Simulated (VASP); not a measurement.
# CoRu4 (P6_3/mmc) in VASP: single point with PBE

Aim: the single point of CoRu4 with PBE.

Program: VASP 6.6.1. These are calculated values, not measurements. Logs are shortened: lines on timing, memory, paths and dates and some standing lists are left out, and cuts for length are marked.

## Step 1: The cell of the first run

The structure is hexagonal, space group P6_3/mmc (No. 194). Conventional cell: a = 2.702 Å, b = 2.702 Å, c = 21.049 Å, α = 90.00°, β = 90.00°, γ = 120.00°. Co (site symmetry -6m2) has 6 Ru at 2.58 Å and 6 Co at 2.70 Å within 3.4 Å. Ru (site symmetry 3m) has 12 Ru at 2.65 to 2.70 Å within 3.5 Å. Ru (site symmetry 3m) has 3 Co at 2.58 Å and 9 Ru at 2.65 to 2.70 Å within 3.4 Å.

## Step 2: Single point, PBE, collinear spin, ferromagnetic start

INCAR

```
SYSTEM = CoRu4
ALGO = Normal
EDIFF = 1E-6
ENCUT = 520
GGA = PE
ISIF = 2
ISMEAR = 0
ISPIN = 2
LASPH = .True.
LCHARG = .False.
LMAXMIX = 4
LORBIT = 11
LREAL = .False.
LWAVE = .False.
MAGMOM = 3 3 0 0 0 0 0 0 0 0
NBANDS = 80
NELM = 150
PREC = Accurate
SIGMA = 0.1
```

KPOINTS

```
k-points
0
Gamma
  6 6 1
  0 0 0
```

POSCAR

```
CoRu4
1.0
    2.7020217919      0.0000000029      0.0000000000
   -1.3510108985      2.3400195119      0.0000000000
    0.0000000000      0.0000000000     21.0492517644
Co Ru
2 8
Direct
    0.3333333333      0.6666666667      0.2500000000
    0.6666666667      0.3333333333      0.7500000000
    0.3333333333      0.6666666667      0.0508978294
    0.3333333333      0.6666666667      0.4491021706
    0.3333333333      0.6666666667      0.6524796147
    0.3333333333      0.6666666667      0.8475203853
    0.6666666667      0.3333333333      0.1524796147
    0.6666666667      0.3333333333      0.3475203853
    0.6666666667      0.3333333333      0.5508978294
    0.6666666667      0.3333333333      0.9491021706
```

Potentials or basis: VASP PAW PBE potentials, release 64 (Co, Ru_pv).

Command:

```
> cat potpaw_PBE.64/Co/POTCAR potpaw_PBE.64/Ru_pv/POTCAR > POTCAR
> mpirun -np 1 vasp_std > vasp.out
```

OUTCAR:

```text
SYSTEM = CoRu4
   EDIFF = 1E-6
   ENCUT = 520
   GGA = PE
   ISIF = 2
   ISMEAR = 0
   ISPIN = 2
   LASPH = .True.
   LORBIT = 11
   LREAL = .False.
   NELM = 150
   PREC = Accurate

 ion  position               nearest neighbor table
   1  0.333  0.667  0.250-   7 2.58   8 2.58   7 2.58   8 2.58   7 2.58   8 2.58
   2  0.667  0.333  0.750-   5 2.58   6 2.58   5 2.58   6 2.58   5 2.58   6 2.58
   3  0.333  0.667  0.051-   7 2.65   7 2.65   7 2.65  10 2.65  10 2.65  10 2.65
   4  0.333  0.667  0.449-   8 2.65   8 2.65   8 2.65   9 2.65   9 2.65   9 2.65
   5  0.333  0.667  0.652-   2 2.58   2 2.58   2 2.58   9 2.65   9 2.65   9 2.65
   6  0.333  0.667  0.848-   2 2.58   2 2.58   2 2.58  10 2.65  10 2.65  10 2.65
   7  0.667  0.333  0.152-   1 2.58   1 2.58   1 2.58   3 2.65   3 2.65   3 2.65
   8  0.667  0.333  0.348-   1 2.58   1 2.58   1 2.58   4 2.65   4 2.65   4 2.65
   9  0.667  0.333  0.551-   5 2.65   5 2.65   5 2.65   4 2.65   4 2.65   4 2.65
  10  0.667  0.333  0.949-   6 2.65   6 2.65   6 2.65   3 2.65   3 2.65   3 2.65

  LATTYP: Found a hexagonal cell.
 ALAT       =     2.7020217919
 C/A-ratio  =     7.7901857888

  Lattice vectors:

 A1 = (   2.7020217919,   0.0000000029,   0.0000000000)
 A2 = (  -1.3510108985,   2.3400195119,   0.0000000000)
 A3 = (   0.0000000000,   0.0000000000,  21.0492517644)

Analysis of symmetry for initial positions (statically):
=====================================================================
 Subroutine PRICEL returns:
 Original cell was already a primitive cell.

 Routine SETGRP: Setting up the symmetry group for a
 hexagonal supercell.

 Subroutine GETGRP returns: Found 24 space group operations
 (whereof 12 operations were pure point group operations)
 out of a pool of 24 trial point group operations.

The static configuration has the point symmetry D_3d.
 The point group associated with its full space group is D_6h.

Analysis of symmetry for dynamics (positions and initial velocities):
=====================================================================
 Subroutine PRICEL returns:
 Original cell was already a primitive cell.

 Routine SETGRP: Setting up the symmetry group for a
 hexagonal supercell.

 Subroutine GETGRP returns: Found 24 space group operations
 (whereof 12 operations were pure point group operations)
 out of a pool of 24 trial point group operations.

The dynamic configuration has the point symmetry D_3d.
 The point group associated with its full space group is D_6h.

Analysis of structural, dynamic, and magnetic symmetry:
=====================================================================
 Subroutine PRICEL returns:
 Original cell was already a primitive cell.

 Routine SETGRP: Setting up the symmetry group for a
 hexagonal supercell.

 Subroutine GETGRP returns: Found 24 space group operations
 (whereof 12 operations were pure point group operations)
 out of a pool of 24 trial point group operations.

The overall configuration has the point symmetry D_3d.
 The point group associated with its full space group is D_6h.

 Subroutine INISYM returns: Found 24 space group operations
 (whereof 12 operations are pure point group operations),
 and found     1 'primitive' translations

----------------------------------------------------------------------------------------

                                     Primitive cell

  volume of cell :     133.0899

  direct lattice vectors                    reciprocal lattice vectors
     2.702021792  0.000000003  0.000000000     0.370093240  0.213673432  0.000000000
    -1.351010899  2.340019512  0.000000000    -0.000000000  0.427346864  0.000000000
     0.000000000  0.000000000 21.049251764     0.000000000  0.000000000  0.047507627

  length of vectors
     2.702021792  2.702021792 21.049251764     0.427346864  0.427346864  0.047507627

  position of ions in fractional coordinates (direct lattice)
     0.333333333  0.666666667  0.250000000
     0.666666667  0.333333333  0.750000000
     0.333333333  0.666666667  0.050897829
     0.333333333  0.666666667  0.449102171
     0.333333333  0.666666667  0.652479615
     0.333333333  0.666666667  0.847520385
     0.666666667  0.333333333  0.152479615
     0.666666667  0.333333333  0.347520385
     0.666666667  0.333333333  0.550897829
     0.666666667  0.333333333  0.949102171

  ion indices of the primitive-cell ions
   primitive index   ion index
                 1           1
                 2           2
                 3           3
                 4           4
                 5           5
                 6           6
                 7           7
                 8           8
                 9           9
                10          10

----------------------------------------------------------------------------------------

 KPOINTS: k-points

Automatic generation of k-mesh.
 Grid dimensions read from file:
 generate k-points for:    6    6    1

 Generating k-lattice:

  Cartesian coordinates                     Fractional coordinates (reciprocal lattice)
     0.061682207  0.035612239  0.000000000     0.166666667  0.000000000  0.000000000
    -0.000000000  0.071224477  0.000000000     0.000000000  0.166666667  0.000000000
     0.000000000  0.000000000  0.047507627     0.000000000  0.000000000  1.000000000

  Length of vectors
     0.071224477  0.071224477  0.047507627

  Shift w.r.t. Gamma in fractional coordinates (k-lattice)
     0.000000000  0.000000000  0.000000000

 Subroutine IBZKPT returns following result:
 ===========================================

 Found      7 irreducible k-points:

 Following reciprocal coordinates:
            Coordinates               Weight
  0.000000  0.000000  0.000000      1.000000
  0.166667 -0.000000  0.000000      6.000000
  0.333333  0.000000  0.000000      6.000000
  0.500000  0.000000  0.000000      3.000000
  0.166667  0.166667  0.000000      6.000000
  0.333333  0.166667  0.000000     12.000000
  0.333333  0.333333  0.000000      2.000000
   k-points           NKPTS =      7   k-points in BZ     NKDIM =      7   number of bands    NBANDS=     80
   number of dos      NEDOS =    301   number of ions     NIONS =     10
   total plane-waves  NPLWV =  64000
   dimension x,y,z NGX =    20 NGY =   20 NGZ =  160
   dimension x,y,z NGXF=    40 NGYF=   40 NGZF=  320
   ions per type =               2   8
   NGX,Y,Z   is equivalent  to a cutoff of  12.31, 12.31, 12.64 a.u.
   NGXF,Y,Z  is equivalent  to a cutoff of  24.61, 24.61, 25.27 a.u.
 SYSTEM =  CoRu4
   PREC   = accura    normal or accurate (medium, high low for compatibility)
   ISTART =      0    job   : 0-new  1-cont  2-samecut
   ICHARG =      2    charge: 1-file 2-atom 10-const
   ISPIN  =      2    spin polarized calculation?
   LNONCOLLINEAR =      F non collinear calculations
   LSORBIT =      F    spin-orbit coupling
   LASPH  =      T    aspherical Exc in radial PAW
   ENCUT  =  520.0 eV  38.22 Ry    6.18 a.u.   5.02  5.02 39.14*2*pi/ulx,y,z
   NELM   =    150;   NELMIN=  2; NELMDL= -5     # of ELM steps
   EDIFF  = 0.1E-05   stopping-criterion for ELM
   LREAL  =      F    real-space projection
   EDIFFG = 0.1E-04   stopping-criterion for IOM
   NSW    =      0    number of steps for IOM
   IBRION =     -1    ionic relax: 0-MD 1-quasi-New 2-CG
   NFREE  =      0    steps in history (QN), initial steepest desc. (CG)
   ISIF   =      2    stress and relaxation
   ISYM   =      2    0-nonsym 1-usesym 2-fastsym
   POTIM  = 0.5000    time-step for ionic-motion
   TEBEG  =    0.0;   TEEND  =   0.0 temperature during run
   PSTRESS=    0.0 pullay stress
   NELECT =     130.0000    total number of electrons
   NUPDOWN=      -1.0000    fix difference up-down
   EMIN   =  10.00;   EMAX   =-10.00  energy-range for DOS
   EFERMI =   0.00;   METHOD = LEGACY
   ISMEAR =     0;   SIGMA  =   0.10  broadening in eV -4-tet -1-fermi 0-gaus
   EFERMI_NEDOS =   21; number of points for ismear=-14 and -15
   IALGO  =     38    algorithm
   IMIX   =      4    mixing-type and parameters
     AMIX     =   0.40;   BMIX     =  1.00
     AMIX_MAG =   1.60;   BMIX_MAG =  1.00
  volume/ion in A,a.u.               =      13.31        89.81
  Fermi-wavevector in a.u.,A,eV,Ry     =   1.624330  3.069539 35.898267  2.638448
  Thomas-Fermi vector in A             =   2.717634
   LORBIT       =     11    0 simple, 1 ext, 2 COOP (PROOUT), +10 PAW based schemes
   GGA     = PE    functional components
   LHFCALC =     F    Hartree Fock is set to
   AEXX    =    0.0000 exact exchange contribution
   IVDW    =     0    specifies the selected vdW correction
   LEPSILON=     F    determine dielectric tensor
   LRPA    =     F    only Hartree local field effects (RPA)
 spin polarized calculation
 Gauss-broadening in eV      SIGMA  =   0.10
  energy-cutoff  :      520.00
  volume of cell :      133.09
 maximum number of plane-waves:      3627
 NGX is ok and might be reduce to    20
   NGX =  9   NGY =  9   NGZ = 79

 number of electron     130.0000022 magnetization       3.3071429

 Free energy of the ion-electron system (eV)
  ---------------------------------------------------
  ext. energy  EPLUGINS =         0.00000000
  ---------------------------------------------------
  free energy    TOTEN  =       -87.16475132 eV

  energy without entropy =      -87.11820396  energy(sigma->0) =      -87.14147764

 E-fermi :  12.1506     XC(G=0): -13.8647

 val. band max:       12.1483820191   @ k =   0.5000   0.0000   0.0000
 cond. band min:      12.1964884893   @ k =   0.3333   0.1667   0.0000
 fundamental gap:      0.0481064703
 Fermi energy:        12.1505983469

 spin component 1

 k-point     1 :       0.0000    0.0000    0.0000
  band No.  band energies     occupation
      1     -31.5097      1.00000
      2     -31.5086      1.00000
      3     -31.1807      1.00000
      4     -31.1774      1.00000
      5     -30.8122      1.00000
      6     -30.8078      1.00000
[... 69 lines left out ...]
     76      12.8782      0.00000
     77      12.8782      0.00000
[... 478 lines left out ...]
     76      17.3808      0.00000
     77      17.6514      0.00000
 Fermi energy:        12.1505983469

 spin component 2

 k-point     1 :       0.0000    0.0000    0.0000
  band No.  band energies     occupation
      1     -31.4925      1.00000
      2     -31.4917      1.00000
      3     -31.1225      1.00000
      4     -31.1196      1.00000
      5     -30.7328      1.00000
      6     -30.7281      1.00000
[... 69 lines left out ...]
     76      13.0584      0.00000
     77      13.0584      0.00000
[... 478 lines left out ...]
     76      17.7069      0.00000
     77      17.9214      0.00000
 [bands above 77 left out]

------------------------ aborting loop because EDIFF is reached ----------------------------------------

  FORCE on cell =-STRESS in cart. coord.  units (eV):
  Direction    XX          YY          ZZ          XY          YZ          ZX
  --------------------------------------------------------------------------------------
  -------------------------------------------------------------------------------------
  Total       -0.0948051     -0.0948051     -0.1585177      0.0000000     -0.0000000      0.0000000
  in kB       -1.1412932     -1.1412932     -1.9082853      0.0000000     -0.0000000      0.0000000
  external PRESSURE =      -1.3969572 kB  Pullay stress =       0.0000000 kB

 VOLUME and BASIS-vectors are now :
 -----------------------------------------------------------------------------
  energy-cutoff  :      520.00
  volume of cell :      133.09
      direct lattice vectors                 reciprocal lattice vectors
     2.702021792  0.000000003  0.000000000     0.370093240  0.213673432  0.000000000
    -1.351010899  2.340019512  0.000000000    -0.000000000  0.427346864  0.000000000
     0.000000000  0.000000000 21.049251764     0.000000000  0.000000000  0.047507627

 POSITION                                       TOTAL-FORCE (eV/Angst)
 -----------------------------------------------------------------------------------
     -0.00000      1.56001      5.26231         0.000000      0.000000     -0.000000
      1.35101      0.78001     15.78694         0.000000      0.000000     -0.000000
     -0.00000      1.56001      1.07136         0.000000     -0.000000     -0.021466
     -0.00000      1.56001      9.45326        -0.000000     -0.000000      0.021466
     -0.00000      1.56001     13.73421        -0.000000      0.000000      0.030773
     -0.00000      1.56001     17.83967         0.000000      0.000000     -0.030773
      1.35101      0.78001      3.20958        -0.000000     -0.000000      0.030773
      1.35101      0.78001      7.31504        -0.000000     -0.000000     -0.030773
      1.35101      0.78001     11.59599         0.000000      0.000000     -0.021466
      1.35101      0.78001     19.97789        -0.000000      0.000000      0.021466
 -----------------------------------------------------------------------------------
    total drift:                                0.000000     -0.000000      0.000000

  FREE ENERGIE OF THE ION-ELECTRON SYSTEM (eV)
  ---------------------------------------------------
  free  energy   TOTEN  =       -87.1647513233 eV

  energy  without entropy=      -87.1182039597  energy(sigma->0) =      -87.14147764

 total charge

# of ion       s       p       d       tot
------------------------------------------
    1        0.455   0.474   7.219   8.148
    2        0.455   0.474   7.219   8.148
    3        0.408   6.317   5.947  12.671
    4        0.408   6.317   5.947  12.671
    5        0.405   6.302   5.933  12.640
    6        0.405   6.302   5.933  12.640
    7        0.405   6.302   5.933  12.640
    8        0.405   6.302   5.933  12.640
    9        0.408   6.317   5.947  12.671
   10        0.408   6.317   5.947  12.671
--------------------------------------------------
tot          4.159  51.424  61.960 117.543

 magnetization (x)

# of ion       s       p       d       tot
------------------------------------------
    1        0.003  -0.010   1.464   1.457
    2        0.003  -0.010   1.464   1.457
    3       -0.003   0.001   0.012   0.011
    4       -0.003   0.001   0.012   0.011
    5       -0.002  -0.006   0.106   0.098
    6       -0.002  -0.006   0.106   0.098
    7       -0.002  -0.006   0.106   0.098
    8       -0.002  -0.006   0.106   0.098
    9       -0.003   0.001   0.012   0.011
   10       -0.003   0.001   0.012   0.011
--------------------------------------------------
tot         -0.013  -0.039   3.401   3.349
```

Run time: 10 min. Hardware: 1 thread of Oxide Virtual Turin-like, shared host; peak memory 0.31 GiB.

What came out:

```yaml
Free_energy: -87.1648 eV
Pressure: -0.1 GPa
Largest_force: 0.031 eV/Å
Net_moment: 3.31 μB per cell
Site_moments: Co +1.46; Ru +0.01, +0.10 (each value once) μB
Valence_electrons_inside_the_program's_atomic_spheres: Co 8.15; Ru 12.67, 12.64 (each value once)
```

Forces on the atoms (eV/Å):
```
Co   0.000  0.000  0.000
Co   0.000  0.000  0.000
Ru   0.000  0.000 -0.021
Ru   0.000  0.000  0.021
Ru   0.000  0.000  0.031
Ru   0.000  0.000 -0.031
Ru   0.000  0.000  0.031
Ru   0.000  0.000 -0.031
Ru   0.000  0.000 -0.021
Ru   0.000  0.000  0.021
```

Caveat: the k points lie up to 0.45 Å⁻¹ apart.
